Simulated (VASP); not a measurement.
# H3CCl in VASP: notebook, part 2 of 2

VASP 6.6.1.

### 3 Single point, LDA

File INCAR:

```
SYSTEM = H3CCl
ALGO = Normal ; EDIFF = 1E-6
ENCUT = 520 ; GGA = CA
ISIF = 2 ; ISMEAR = -1
LASPH = .True. ; LCHARG = .False.
LREAL = Auto ; LWAVE = .False.
NBANDS = 82 ; NELM = 60
PREC = Accurate ; SIGMA = 0.02
```

File KPOINTS:

```
k-points
0
Gamma
  1 1 1
  0 0 0
```

File POSCAR:

```
H3CCl
1.0
    8.7171280000      0.0000000000      0.0000000000
    0.0000000000      8.7171280000      0.0000000000
    0.0000000000      0.0000000000      8.7171280000
C Cl H
8 8 24
Direct
    0.0194903643      0.5210087543      0.0455884094
    0.2748038115      0.8074907240      0.7275561400
    0.7390163366      1.0060767721      0.5043633637
    0.3996729198      0.3053299206      0.9672681186
    0.6784344569      0.5106268945      0.6401649718
    0.5643601884      0.5399025918      0.2754921116
    0.2908412037      0.1924372339      0.5714496793
    0.0545821973      0.8744852662      0.1823077509
    0.0944233009      0.4266657551      0.2080616460
    0.2670145488      0.6067824173      0.7209140442
    0.6710008159      1.0513439748      0.6946209807
    0.3779455802      0.1077992660      0.9870796895
    0.6960778825      0.6599535994      0.7718941376
    0.7135721765      0.4086322927      0.2850250679
    0.3256003583      0.0724321130      0.4152629169
    0.2271734452      0.7715729309      0.1736695848
   -0.0887677685      0.5701074941      0.0646543219
    0.1037497671      0.5989472680     -0.0047263273
    0.0033841421      0.4234536880     -0.0257424234
    0.3858495596      0.8548572420      0.7316629973
    0.2166539255      0.8349768410      0.6118528947
    0.1982533697      0.8604783594      0.8218761959
    0.6332360842      0.9754474180      0.4536930053
    0.7937476655      1.1015669381      0.4607366096
    0.8189738639      0.9062732588      0.4744567247
    0.3503562182      0.3542680571      1.0627123979
    0.5202057375      0.3310838157      0.9470779826
    0.3408806203      0.3246252665      0.8593770792
    0.5572706974      0.4748123465      0.6476559711
    0.7096029793      0.5430917155      0.5225344861
    0.7704257641      0.4217673527      0.6607107295
    0.5686850073      0.5920298520      0.1667980555
    0.4458004976      0.4723918245      0.2742990581
    0.5541159887      0.6121052714      0.3854939379
    0.3733683846      0.1603968647      0.6609057479
    0.3044351305      0.3059035040      0.5350156611
    0.1733942647      0.1634139134      0.6197109874
   -0.0314553142      0.8032920935      0.1210375711
    0.0288168305      0.8780529551      0.3046645638
    0.0758506701      0.9914848101      0.1276223086
```

Potentials or basis: VASP PAW LDA potentials, release 64 (C, Cl, H).

Started as:

```console
$ cat potpaw_LDA.64/C/POTCAR potpaw_LDA.64/Cl/POTCAR potpaw_LDA.64/H/POTCAR > POTCAR
$ mpirun -np 1 vasp_gam > vasp.out
```

It took 1.9 min on 1 thread of Intel Xeon Platinum 8259CL at 2.50GHz (Skylake/Cascade Lake), shared host; peak memory 0.49 GiB.

It converged, with:

```
Free energy            : -187.7388 eV
Pressure               : 0.4 GPa
Largest force          : 4.017 eV/Å
Band gap on the k mesh : 5.02 eV
```

Forces on the atoms (eV/Å):
```
C    1.444 -1.054 -0.072
C   -3.663  0.645 -1.081
C    0.039 -2.339  1.127
C    0.997 -1.409 -2.381
C    0.790 -0.737 -0.076
C   -2.978 -1.514  2.230
C   -1.075 -2.310  1.286
C    0.310  0.376 -0.685
Cl   0.094  0.218  0.569
Cl   0.354 -0.422  0.544
Cl   0.827 -0.451 -0.317
Cl   0.055 -1.176  0.306
Cl   0.215  0.457  0.147
Cl   0.465 -0.275  0.011
Cl   0.072 -0.330 -0.586
Cl   0.746  0.191 -0.070
H   -1.535  0.835  0.651
H    0.128  0.119  0.060
H   -0.325 -0.641 -1.311
H    1.697  0.320  0.118
H    0.835  0.329  1.260
H    0.939 -0.892 -0.800
H   -1.147  0.096 -1.244
H    0.686  2.265 -1.012
H   -0.513  0.507  1.470
H   -1.068  1.499  1.946
H    0.399  0.210  0.285
H   -0.437  0.849 -0.228
H    0.279 -0.471 -0.145
H   -0.243  0.564  0.013
H   -1.023  0.144  0.418
H    0.189  1.367 -1.205
H    1.638  0.788  0.028
H    0.451 -0.344 -1.442
H    0.271  0.132  0.177
H   -0.004  1.949 -0.372
H    0.763  0.552 -0.496
H    0.065  0.471  0.071
H   -0.333  0.445  0.194
H   -0.404 -0.962  0.615
```

Stress tensor (GPa, compression positive):
```
-0.18  0.10  0.64
 0.10  1.32 -0.37
 0.64 -0.37  0.10
```

Levels at points of the mesh, in eV from the valence-band top:
| k point | band 52 | band 53 | band 54 | band 55 | band 56 | band 57 | band 58 | band 59 | band 60 | band 61 |
| --- | --- | --- | --- | --- | --- | --- | --- | --- | --- | --- |
| (0.00, 0.00, 0.00) | -0.31 | -0.29 | -0.21 | -0.15 | 0.00 | 5.02 | 5.37 | 5.54 | 5.69 | 5.79 |

Caveat: the k points lie up to 0.72 Å⁻¹ apart; the atoms stand as in a frame of molecular dynamics.

### 4 Single point, LDA

File INCAR:

```
SYSTEM = H3CCl
  PREC = Accurate
  ENCUT = 520
  EDIFF = 1E-7
  ISMEAR = -1
  SIGMA = 0.02
  LREAL = Auto
  LASPH = .TRUE.
  NELM = 60
  ALGO = Normal
  ISIF = 2
  LWAVE = .FALSE.
  LCHARG = .FALSE.
  GGA = CA
  NBANDS = 82
```

File KPOINTS:

```
Automatic mesh
0
G
  1 1 1
  0 0 0
```

File POSCAR:

```
H3CCl
1.0
    8.7171280000      0.0000000000      0.0000000000
    0.0000000000      8.7171280000      0.0000000000
    0.0000000000      0.0000000000      8.7171280000
C Cl H
8 8 24
Direct
    0.0146607919      0.4831407776      0.0505900567
    0.3091385144      0.7789147985      0.7277626301
    0.7331428425      1.0076942773      0.4938323723
    0.4055464139      0.3106298313      1.0032891567
    0.7610075245      0.5246452731      0.6700371957
    0.5624903064      0.5321936307      0.2930781790
    0.2778323319      0.2230207013      0.5894028400
    0.0914291955      0.9054931854      0.2295366088
    0.1030270520      0.4071409758      0.2294563072
    0.2624144099      0.5789750936      0.7108419195
    0.7315597522      1.0805278986      0.6842505926
    0.3681258323      0.1087284711      0.9696656972
    0.6659762252      0.6863957946      0.7686476555
    0.7234836978      0.4122114531      0.2526749636
    0.3025767202      0.0905573487      0.4405120586
    0.2291580438      0.7692441823      0.1706869510
   -0.1077304360      0.4880965382      0.0667995239
    0.0694953659      0.5936817723      0.0312488242
    0.0443953559      0.3973212278     -0.0384759751
    0.3988240164      0.8035788852      0.6374691297
    0.2130977083      0.8454734174      0.7065400439
    0.3343417694      0.7960534708      0.8443377222
    0.6222806411      0.9656276700      0.4825901375
    0.7755880148      1.0922175285      0.3998679382
    0.8090852859      0.9090035158      0.4743534797
    0.3375882515      0.3487501847      1.1010965997
    0.5257465532      0.3319212475      1.0145084482
    0.3643860684      0.3712002393      0.9057340904
    0.6745799763      0.4454678192      0.6255730098
    0.8212223108      0.5812464839      0.5814759173
    0.8499358963      0.4789880337      0.7377659247
    0.5849747761      0.6542292370      0.2458952077
    0.4623196998      0.4864102030      0.2398381669
    0.5217888277      0.5366790530      0.4198286408
    0.3101365496      0.1690120875      0.7012974916
    0.3553693372      0.3250038315      0.5530950102
    0.1592611695      0.2665097954      0.6002550381
    0.0084202045      0.9166321752      0.1367766998
    0.0408047238      0.8482151461      0.3290189154
    0.1316832792      1.0147493532      0.2697218625
```

Started as:

```console
$ cat potpaw_LDA.64/C/POTCAR potpaw_LDA.64/Cl/POTCAR potpaw_LDA.64/H/POTCAR > POTCAR
$ mpirun -np 1 vasp_gam > vasp.out
```

It took 1.7 min on 1 thread of Intel Xeon Platinum 8259CL at 2.50GHz (Skylake/Cascade Lake), shared host; peak memory 0.49 GiB.

It converged, with:

```
Free energy            : -187.9117 eV
Pressure               : -0.3 GPa
Largest force          : 2.813 eV/Å
Band gap on the k mesh : 5.15 eV
```

Forces in eV/Å, atoms in the order of the input:
```
C    1.409 -1.241  0.522
C    1.419 -1.658 -1.776
C    2.328  1.150 -0.763
C   -0.709 -1.266  0.047
C   -1.647  1.616  0.274
C    0.281  1.606  1.116
C    1.044  1.408 -0.010
C   -0.784 -1.358 -0.028
Cl  -0.788  0.455 -0.942
Cl  -0.045  0.419 -0.100
Cl   0.461  0.036 -0.486
Cl   0.197  0.773  0.343
Cl   0.601 -1.159 -0.411
Cl  -0.835  0.350  0.711
Cl   0.072 -0.183  0.091
Cl   0.613  0.560 -0.081
H   -0.571  0.145  0.204
H    0.056  0.226 -0.107
H    0.005  0.304  0.129
H   -0.413 -0.048  1.097
H   -2.164  1.117 -0.763
H    1.107  0.324  1.573
H   -2.185 -0.414 -0.869
H   -1.013 -0.502  1.400
H    0.324 -0.177  0.730
H   -0.067 -0.177  0.399
H    1.050 -0.104  0.285
H   -0.435  0.621 -1.176
H   -0.011 -0.225  0.189
H    0.482  0.567 -1.529
H    0.715 -0.942  1.430
H   -0.206 -1.457  0.678
H   -0.820 -0.509 -0.965
H    1.187 -0.023 -1.149
H    0.192  0.290 -0.406
H   -0.887 -1.107  0.946
H    0.006 -0.220 -0.360
H   -0.233  0.089 -0.151
H   -0.480  0.079  0.151
H    0.744  0.634 -0.245
```

Stress tensor (GPa, compression positive):
```
 1.25  0.29  1.50
 0.29 -1.55  0.22
 1.50  0.22 -0.64
```

Levels at points of the mesh, in eV from the valence-band top:
```
           k point  band 53  band 54  band 55  band 56  band 57  band 58  band 59  band 60
(0.00, 0.00, 0.00)    -0.20    -0.12    -0.03     0.00     5.15     5.28     5.39     5.49
```

Caveat: the k points lie up to 0.72 Å⁻¹ apart; the atoms stand as in a frame of molecular dynamics.

### 5 Summary

```csv
cell,gap on the mesh (eV),pressure (GPa),largest force (eV/Å)
"as given, atomic positions A",4.93,-1.6,2.96
"as given, atomic positions B",5.02,0.4,4.02
"as given, atomic positions C",5.15,-0.3,2.81
```

Alike in all rows: task single point; level LDA; potentials or basis VASP PAW LDA potentials, release 64 (C, Cl, H); no spin polarisation; k mesh 1 × 1 × 1; cutoff (eV) 520; smearing fermi-dirac 0.02 eV.

Caveats: all runs use coarse meshes; the atoms stand as in a frame of molecular dynamics (at least some runs).

Absolute energies hang on the potentials; compare differences alone.
